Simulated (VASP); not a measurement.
# P in VASP: a series of runs, part 2 of 2

VASP 6.6.1.

## Step 3: Single point, PBE (strained)

The input, INCAR:

```
PREC     = Accurate       # precision mode
ENCUT    = 520            # plane-wave cutoff, eV
EDIFF    = 1E-7           # SCF threshold, eV
ISMEAR   = 0              # smearing method
SIGMA    = 0.1            # smearing width, eV
LREAL    = False          # projectors in reciprocal space
LASPH    = True           # aspherical terms in the spheres
NELM     = 60             # most SCF steps
ALGO     = Fast           # electronic algorithm
ISIF     = 2              # what is computed and relaxed
LWAVE    = False          # write WAVECAR
LCHARG   = False          # write CHGCAR
GGA      = PE             # functional
NBANDS   = 12             # bands
```

The input, KPOINTS:

```
regular mesh
0
Gamma
  15 15 15
```

The input, POSCAR:

```
P
1.0
    1.7774451616      1.0262084425      2.9418053210
   -1.7774451616      1.0262084425      2.9418053210
    0.0000000000     -2.0524168850      2.9418053210
P
2
Direct
    0.2004534597      0.2004534597      0.2004534597
    0.7995465403      0.7995465403      0.7995465403
```

Potentials or basis: VASP PAW PBE potentials, release 64 (P).

Launch:

```sh
$ cat potpaw_PBE.64/P/POTCAR > POTCAR
$ mpirun -np 1 vasp_std > vasp.out
```

OUTCAR:

```text
PREC = Accurate
   ENCUT = 520
   EDIFF = 1E-7
   ISMEAR = 0
   LREAL = False
   LASPH = True
   NELM = 60
   ISIF = 2
   GGA = PE

 ion  position               nearest neighbor table
   1  0.200  0.200  0.200-   2 2.14   2 2.14   2 2.14
   2  0.800  0.800  0.800-   1 2.14   1 2.14   1 2.14

  LATTYP: Found a trigonal (rhomboedric) cell.
 ALAT       =     3.5870090070
 COS(alpha) =     0.5089140802

  Lattice vectors:

 A1 = (   1.7774451616,   1.0262084425,   2.9418053210)
 A2 = (  -1.7774451616,   1.0262084425,   2.9418053210)
 A3 = (   0.0000000000,  -2.0524168850,   2.9418053210)

Analysis of symmetry for initial positions (statically):
=====================================================================
 Subroutine PRICEL returns:
 Original cell was already a primitive cell.

 Routine SETGRP: Setting up the symmetry group for a
 trigonal (rhombohedral) supercell.

 Subroutine GETGRP returns: Found 12 space group operations
 (whereof 12 operations were pure point group operations)
 out of a pool of 12 trial point group operations.

The static configuration has the point symmetry D_3d.

Analysis of symmetry for dynamics (positions and initial velocities):
=====================================================================
 Subroutine PRICEL returns:
 Original cell was already a primitive cell.

 Routine SETGRP: Setting up the symmetry group for a
 trigonal (rhombohedral) supercell.

 Subroutine GETGRP returns: Found 12 space group operations
 (whereof 12 operations were pure point group operations)
 out of a pool of 12 trial point group operations.

The dynamic configuration has the point symmetry D_3d.

 Subroutine INISYM returns: Found 12 space group operations
 (whereof 12 operations are pure point group operations),
 and found     1 'primitive' translations

[... 116 lines left out ...]
  Fermi-wavevector in a.u.,A,eV,Ry     =   1.108688  2.095116 16.724119  1.229188
  Thomas-Fermi vector in A             =   2.245218
   LORBIT       =      0    0 simple, 1 ext, 2 COOP (PROOUT), +10 PAW based schemes
   GGA     = PE    functional components
   LHFCALC =     F    Hartree Fock is set to
   AEXX    =    0.0000 exact exchange contribution
   IVDW    =     0    specifies the selected vdW correction
   LEPSILON=     F    determine dielectric tensor
   LRPA    =     F    only Hartree local field effects (RPA)
 non-spin polarized calculation
 RMM-DIIS sequential band-by-band and
 Gauss-broadening in eV      SIGMA  =   0.10
  energy-cutoff  :      520.00
  volume of cell :       32.20
 maximum number of plane-waves:       893
   NGX = 13   NGY = 13   NGZ = 13

 number of electron      10.0000001 magnetization

 Free energy of the ion-electron system (eV)
  ---------------------------------------------------
  ext. energy  EPLUGINS =         0.00000000
  ---------------------------------------------------
  free energy    TOTEN  =        -9.68673226 eV

  energy without entropy =       -9.68253737  energy(sigma->0) =       -9.68463481

 E-fermi :   8.4140     XC(G=0): -10.7096

 val. band max:        8.4086643852   @ k =  -0.4000  -0.4667   0.1333
 cond. band min:       8.4208837084   @ k =  -0.0667   0.1333   0.0667
 fundamental gap:      0.0122193232
 Fermi energy:         8.4139682698

 k-point     1 :       0.0000    0.0000    0.0000
  band No.  band energies     occupation
      1      -8.1470      2.00000
      2       4.2708      2.00000
      3       4.2708      2.00000
      4       6.0012      2.00000
      5       8.3245      1.79421
      6       8.6486      0.00091
      7      10.1578      0.00000
      8      10.1578      0.00000
      9      15.6151      0.00000
     10      15.6151      0.00000
     11      16.1375      0.00000
     12      17.8118      0.00000
[... 331 lines left out ...]
 k-point    24 :       0.2000    0.1333    0.0000
  band No.  band energies     occupation
      1      -7.5795      2.00000
      2       1.8781      2.00000
      3       3.5226      2.00000
      4       5.4184      2.00000
      5       8.9185      0.00000
      6       8.9450      0.00000
      7      10.2811      0.00000
      8      11.7447      0.00000
      9      14.0067      0.00000
     10      15.2098      0.00000
     11      17.7509      0.00000
     12      18.3345      0.00000

 [... further k-points ...]
[... 5 lines left out ...]
  --------------------------------------------------------------------------------------
  -------------------------------------------------------------------------------------
  Total        2.7779921      2.7779921      1.5062426      0.0000000      0.0000000      0.0000000
  in kB      138.2434658    138.2434658     74.9563669      0.0000000      0.0000000      0.0000000
  external PRESSURE =     117.1477662 kB  Pullay stress =       0.0000000 kB

 VOLUME and BASIS-vectors are now :
 -----------------------------------------------------------------------------
  energy-cutoff  :      520.00
  volume of cell :       32.20
      direct lattice vectors                 reciprocal lattice vectors
     1.777445162  1.026208442  2.941805321     0.281302631  0.162410150  0.113309107
    -1.777445162  1.026208442  2.941805321    -0.281302631  0.162410150  0.113309107
     0.000000000 -2.052416885  2.941805321     0.000000000 -0.324820299  0.113309107

 POSITION                                       TOTAL-FORCE (eV/Angst)
 -----------------------------------------------------------------------------------
      0.00000      0.00000      1.76909         0.000000      0.000000      2.648466
      0.00000      0.00000      7.05633         0.000000     -0.000000     -2.648466
 -----------------------------------------------------------------------------------
    total drift:                                0.000000      0.000000     -0.000000

  FREE ENERGIE OF THE ION-ELECTRON SYSTEM (eV)
  ---------------------------------------------------
  free  energy   TOTEN  =        -9.6867322557 eV

  energy  without entropy=       -9.6825373718  energy(sigma->0) =       -9.68463481
```

Wall time 2.5 min (1 thread of Oxide Virtual Turin-like, shared host); peak memory 0.19 GiB.

What came out:

- Free energy: -9.6867 eV
- Pressure: 11.7 GPa
- Largest force: 2.648 eV/Å
- Band gap on the k mesh: zero (bands 5 and 6 overlap by 1.66 eV)

Forces on the atoms (eV/Å):
```
P    0.000  0.000  2.648
P    0.000  0.000 -2.648
```

Stress tensor (GPa, compression positive):
```
13.82  0.00  0.00
 0.00 13.82  0.00
 0.00  0.00  7.50
```

Levels at points of the mesh, in eV from the Fermi level:
```
           k point  band 2  band 3  band 4  band 5  band 6  band 7  band 8  band 9
(0.00, 0.00, 0.00)   -4.14   -4.14   -2.41   -0.09    0.23    1.74    1.74    7.20
```

Caveat: the cell differs from its parent crystal (strained); the stress differs along the axes, from 7 to 14 GPa; forces of over 1 eV/Å act on the atoms, so gaps and moduli don't describe the material at rest.

## Step 4: Single point, PBE (strained)

The input, INCAR:

```
SYSTEM = P
  ALGO = Fast
  EDIFF = 1E-6
  ENCUT = 520
  GGA = PE
  ISIF = 2
  ISMEAR = 0
  LASPH = .True.
  LCHARG = .False.
  LREAL = .False.
  LWAVE = .False.
  NBANDS = 12
  NELM = 80
  PREC = Accurate
  SIGMA = 0.1
```

The input, KPOINTS:

```
k-points
0
Gamma
  15 15 15
  0 0 0
```

The input, POSCAR:

```
P
1.0
    1.7767030998      1.0257800130      3.1282403593
   -1.7767030998      1.0257800130      3.1282403593
    0.0000000000     -2.0515600258      3.1282403593
P
2
Direct
    0.2334706797      0.2334706797      0.2334706797
    0.7665293203      0.7665293203      0.7665293203
```

Potentials or basis: VASP PAW PBE potentials, release 64 (P).

Launch:

```sh
$ cat potpaw_PBE.64/P/POTCAR > POTCAR
$ mpirun -np 1 vasp_std > vasp.out
```

OUTCAR:

```text
SYSTEM = P
   EDIFF = 1E-6
   ENCUT = 520
   GGA = PE
   ISIF = 2
   ISMEAR = 0
   LASPH = .True.
   LREAL = .False.
   NELM = 80
   PREC = Accurate

 ion  position               nearest neighbor table
   1  0.233  0.233  0.233-   2 2.40   2 2.40   2 2.40   2 2.78   2 2.78   2 2.78
   2  0.767  0.767  0.767-   1 2.40   1 2.40   1 2.40   1 2.78   1 2.78   1 2.78

  LATTYP: Found a trigonal (rhomboedric) cell.
 ALAT       =     3.7409606100
 COS(alpha) =     0.5488785837

  Lattice vectors:

 A1 = (   1.7767030998,   1.0257800130,   3.1282403593)
 A2 = (  -1.7767030998,   1.0257800130,   3.1282403593)
 A3 = (   0.0000000000,  -2.0515600258,   3.1282403593)

Analysis of symmetry for initial positions (statically):
=====================================================================
 Subroutine PRICEL returns:
 Original cell was already a primitive cell.

 Routine SETGRP: Setting up the symmetry group for a
 trigonal (rhombohedral) supercell.

 Subroutine GETGRP returns: Found 12 space group operations
 (whereof 12 operations were pure point group operations)
 out of a pool of 12 trial point group operations.

The static configuration has the point symmetry D_3d.

Analysis of symmetry for dynamics (positions and initial velocities):
[... 168 lines left out ...]

 k-point     1 :       0.0000    0.0000    0.0000
  band No.  band energies     occupation
      1      -7.5966      2.00000
      2       4.2063      2.00000
      3       5.1551      2.00000
      4       5.5835      2.00000
      5       5.5835      2.00000
      6      10.1683      0.00000
      7      11.1009      0.00000
      8      11.1009      0.00000
      9      13.5793      0.00000
     10      13.5793      0.00000
     11      14.2710      0.00000
     12      14.9799      0.00000
[... 331 lines left out ...]
 k-point    24 :       0.2000    0.1333   -0.0000
  band No.  band energies     occupation
      1      -7.0125      2.00000
      2       1.8339      2.00000
      3       4.2912      2.00000
      4       4.8201      2.00000
      5       7.1697      2.00000
      6       9.0251      0.00000
      7      10.5454      0.00000
      8      11.6582      0.00000
      9      12.7056      0.00000
     10      14.3286      0.00000
     11      15.0572      0.00000
     12      16.2971      0.00000

 [... further k-points ...]
[... 5 lines left out ...]
  --------------------------------------------------------------------------------------
  -------------------------------------------------------------------------------------
  Total       -1.4915820     -1.4915820     -1.5435223      0.0000000     -0.0000000      0.0000000
  in kB      -69.8613935    -69.8613935    -72.2941308      0.0000000     -0.0000000      0.0000000
  external PRESSURE =     -70.6723059 kB  Pullay stress =       0.0000000 kB

 VOLUME and BASIS-vectors are now :
 -----------------------------------------------------------------------------
  energy-cutoff  :      520.00
  volume of cell :       34.21
      direct lattice vectors                 reciprocal lattice vectors
     1.776703100  1.025780013  3.128240359     0.281420120  0.162477982  0.106556177
    -1.776703100  1.025780013  3.128240359    -0.281420120  0.162477982  0.106556177
     0.000000000 -2.051560026  3.128240359     0.000000000 -0.324955964  0.106556177

 POSITION                                       TOTAL-FORCE (eV/Angst)
 -----------------------------------------------------------------------------------
      0.00000      0.00000      2.19106         0.000000     -0.000000     -0.909815
      0.00000      0.00000      7.19366         0.000000      0.000000      0.909815
 -----------------------------------------------------------------------------------
    total drift:                                0.000000     -0.000000      0.000000

  FREE ENERGIE OF THE ION-ELECTRON SYSTEM (eV)
  ---------------------------------------------------
  free  energy   TOTEN  =       -10.5643987520 eV

  energy  without entropy=      -10.5625401429  energy(sigma->0) =      -10.56346945
```

OSZICAR:

```text
N       E                     dE             d eps       ncg     rms          rms(c)
DAV:   1     0.214790088575E+02    0.21479E+02   -0.44465E+03  8280   0.713E+02
DAV:   2    -0.936575624158E+01   -0.30845E+02   -0.29536E+02 10976   0.114E+02
DAV:   3    -0.105626905261E+02   -0.11969E+01   -0.11889E+01 10716   0.211E+01
DAV:   4    -0.105710506044E+02   -0.83601E-02   -0.83572E-02  9884   0.212E+00
DAV:   5    -0.105711196131E+02   -0.69009E-04   -0.69007E-04 10844   0.188E-01    0.573E+00
RMM:   6    -0.105665188715E+02    0.46007E-02   -0.19885E-03  8316   0.338E-01    0.341E+00
RMM:   7    -0.105641558064E+02    0.23631E-02   -0.61421E-03  8642   0.606E-01    0.131E-01
RMM:   8    -0.105643705612E+02   -0.21475E-03   -0.54004E-04  9287   0.182E-01    0.293E-02
RMM:   9    -0.105643914895E+02   -0.20928E-04   -0.92783E-05  9899   0.755E-02    0.341E-02
RMM:  10    -0.105643979857E+02   -0.64961E-05   -0.21578E-05  9647   0.367E-02    0.110E-02
RMM:  11    -0.105643987520E+02   -0.76630E-06   -0.40841E-06 10080   0.158E-02
   1 F= -.10564399E+02 E0= -.10563469E+02  d E =-.185861E-02
```

Run time: 2.9 min. Hardware: 1 thread of Oxide Virtual Turin-like, shared host; peak memory 0.19 GiB.

Results:

```
Free energy            : -10.5644 eV
Pressure               : -7.1 GPa
Largest force          : 0.910 eV/Å
Band gap on the k mesh : zero (bands 5 and 6 overlap by 0.69 eV)
```

Forces on the atoms (eV/Å):
```
P    0.000  0.000 -0.910
P    0.000  0.000  0.910
```

Stress tensor (GPa, compression positive):
```
-6.99  0.00  0.00
 0.00 -6.99  0.00
 0.00  0.00 -7.23
```

Levels at points of the mesh, in eV from the Fermi level:
```
           k point  band 3  band 4  band 5  band 6  band 7  band 8
(0.00, 0.00, 0.00)   -2.82   -2.39   -2.39    2.20    3.13    3.13
```

Caveat: the cell differs from its parent crystal (strained); the cell stands under tension.

## Step 5: Single point, PBE (one atom moved)

The input, INCAR:

```
SYSTEM = P
  PREC = Accurate
  ENCUT = 520
  EDIFF = 1E-6
  ISMEAR = 0
  SIGMA = 0.1
  LREAL = .False.
  LASPH = .True.
  NELM = 80
  ALGO = Fast
  ISIF = 2
  LWAVE = .False.
  LCHARG = .True.
  GGA = PE
  LELF = .True.
  LVHAR = .True.
  NBANDS = 12
```

The input, KPOINTS:

```
regular mesh
0
Gamma
  12 12 12
  0 0 0
```

The input, POSCAR:

```
P
1.0
    1.7257251780      0.9963478961      3.1296800121
   -1.7257251780      0.9963478961      3.1296800121
    0.0000000000     -1.9926957921      3.1296800121
P
2
Direct
    0.2270802500      0.2270802500      0.2270802500
    0.7823665736      0.7804601287      0.7668953298
```

Launch:

```sh
$ cat potpaw_PBE.64/P/POTCAR > POTCAR
$ mpirun -np 1 vasp_std > vasp.out
```

It took 9.2 min on 1 thread of Oxide Virtual Turin-like, shared host; peak memory 0.32 GiB.

It converged, with:

```yaml
Free_energy: -10.6332 eV
Pressure: 2.7 GPa
Largest_force: 0.556 eV/Å
Band_gap_on_the_k_mesh: zero (bands 5 and 6 overlap by 0.84 eV)
```

Forces on the atoms (eV/Å):
```
P    0.016  0.164  0.531
P   -0.016 -0.164 -0.531
```

Stress tensor (GPa, compression positive):
```
2.90 0.03 0.07
0.03 2.93 0.68
0.07 0.68 2.26
```

Levels at points of the mesh, in eV from the Fermi level:
| k point | band 2 | band 3 | band 4 | band 5 | band 6 | band 7 | band 8 | band 9 |
| --- | --- | --- | --- | --- | --- | --- | --- | --- |
| (0.00, 0.00, 0.00) | -3.65 | -3.20 | -3.06 | -2.97 | 1.10 | 2.31 | 2.63 | 5.74 |
| (0.50, 0.00, 0.00) | -11.91 | -4.12 | -3.43 | -0.67 | -0.37 | 0.21 | 0.70 | 8.67 |
| (0.00, 0.50, 0.00) | -11.93 | -4.11 | -3.45 | -0.64 | -0.36 | 0.19 | 0.70 | 8.67 |
| (0.00, 0.00, 0.50) | -12.13 | -4.03 | -3.54 | -0.49 | -0.24 | 0.09 | 0.66 | 8.69 |
| (0.50, 0.50, 0.00) | -10.43 | -6.63 | -5.52 | -5.41 | -0.01 | 6.12 | 7.53 | 8.42 |
| (0.50, 0.00, 0.50) | -10.18 | -6.78 | -5.57 | -5.32 | -0.13 | 6.13 | 7.67 | 8.30 |
| (0.00, 0.50, 0.50) | -10.15 | -6.81 | -5.58 | -5.31 | -0.14 | 6.13 | 7.69 | 8.29 |
| (0.50, 0.50, 0.50) | -10.80 | -3.16 | -2.89 | -0.25 | -0.05 | 0.03 | 2.35 | 8.61 |

Caveat: the cell differs from its parent crystal (one atom moved).

## Step 6: Single point, PBE (one atom moved)

The input, INCAR:

```
SYSTEM = P
ALGO     = Fast           ! electronic algorithm
EDIFF    = 1E-7           ! SCF threshold, eV
ENCUT    = 520            ! plane-wave cutoff, eV
GGA      = PE             ! functional
ISIF     = 2              ! what is computed and relaxed
ISMEAR   = 0              ! smearing method
LASPH    = .True.         ! aspherical terms in the spheres
LCHARG   = .False.        ! write CHGCAR
LREAL    = .False.        ! projectors in reciprocal space
LWAVE    = .False.        ! write WAVECAR
NBANDS   = 12             ! bands
NELM     = 60             ! most SCF steps
PREC     = Accurate       ! precision mode
SIGMA    = 0.1            ! smearing width, eV
```

The input, KPOINTS:

```
k-points
0
Gamma
  12 12 12
  0 0 0
```

The input, POSCAR:

```
P
1.0
    1.7257251780      0.9963478961      3.1296800121
   -1.7257251780      0.9963478961      3.1296800121
    0.0000000000     -1.9926957921      3.1296800121
P
2
Direct
    0.2531562444      0.2010042556      0.2270802500
    0.7729197500      0.7729197500      0.7729197500
```

Potentials or basis: VASP PAW PBE potentials, release 64 (P).

Launch:

```sh
$ cat potpaw_PBE.64/P/POTCAR > POTCAR
$ mpirun -np 1 vasp_std > vasp.out
```

Wall time 8.9 min (1 thread of Oxide Virtual Turin-like, shared host); peak memory 0.31 GiB.

The run converged. Its results:

- Free energy: -10.6276 eV
- Pressure: 1.9 GPa
- Largest force: 0.568 eV/Å
- Band gap on the k mesh: zero (bands 5 and 6 overlap by 0.93 eV)

Forces in eV/Å, atoms in the order of the input:
```
P   -0.482 -0.073  0.293
P    0.482  0.073 -0.293
```

Stress tensor (GPa, compression positive):
```
 3.02 -0.16 -1.98
-0.16  1.85 -0.19
-1.98 -0.19  0.79
```

Levels at points of the mesh, in eV from the Fermi level:
```csv
k point,band 3,band 4,band 5,band 6,band 7,band 8
"(0.00, 0.00, 0.00)",-3.29,-3.05,-2.55,1.30,2.19,3.15
"(0.50, 0.00, 0.00)",-3.68,-3.58,-0.36,-0.01,0.00,0.57
"(0.00, 0.50, 0.00)",-4.01,-3.18,-1.01,-0.42,0.46,0.66
"(0.00, 0.00, 0.50)",-3.83,-3.40,-0.62,-0.29,0.20,0.72
"(0.50, 0.50, 0.00)",-6.78,-5.46,-5.28,0.04,6.24,7.54
"(0.50, 0.00, 0.50)",-7.10,-5.51,-5.21,-0.12,6.19,7.80
"(0.00, 0.50, 0.50)",-6.48,-5.52,-5.29,0.28,6.16,7.28
"(0.50, 0.50, 0.50)",-3.21,-2.36,-0.49,0.11,0.34,2.35
```

Caveat: the cell differs from its parent crystal (one atom moved).

## Step 7: Overview

| cell | k mesh | further INCAR settings | gap on the mesh (eV) | pressure (GPa) | largest force (eV/Å) |
| --- | --- | --- | --- | --- | --- |
| a = 3.857 Å, angles 56.1°, 2 atoms, atomic positions A | 15 × 15 × 15 | ALGO = Fast; EDIFF = 1e-06; NBANDS = 12 | none | -0.7 | 1.83 |
| a = 3.587 Å, angles 59.4°, 2 atoms, atomic positions B | 15 × 15 × 15 | ALGO = Fast; EDIFF = 1e-07; NBANDS = 12 | none | 11.7 | 2.65 |
| a = 3.741 Å, angles 56.7°, 2 atoms, atomic positions C | 15 × 15 × 15 | ALGO = Fast; EDIFF = 1e-06; NBANDS = 12 | none | -7.1 | 0.91 |
| a = 3.710 Å, angles 55.4°, 2 atoms, atomic positions D | 12 × 12 × 12 | ALGO = Fast; EDIFF = 1e-06; NBANDS = 12 | none | 2.7 | 0.56 |
| a = 3.710 Å, angles 55.4°, 2 atoms, atomic positions E | 12 × 12 × 12 | ALGO = Fast; EDIFF = 1e-07; NBANDS = 12 | none | 1.9 | 0.57 |

Alike in all rows: task single point; level PBE; potentials or basis VASP PAW PBE potentials, release 64 (P); no spin polarisation; cutoff (eV) 520; smearing gaussian 0.1 eV.

Caveats: forces of over 1 eV/Å act on the atoms, so gaps and moduli don't describe the material at rest (at least some runs); the stress differs along the axes, from -2 to 3 GPa (at least some runs); the stress differs along the axes, from 7 to 14 GPa (at least some runs); the cell stands under tension (at least some runs).

Total energies depend on the potentials used, so only differences within one code and one set of settings carry meaning.

The gap in the log of VASP goes by the Fermi energy; the results here count the filled bands.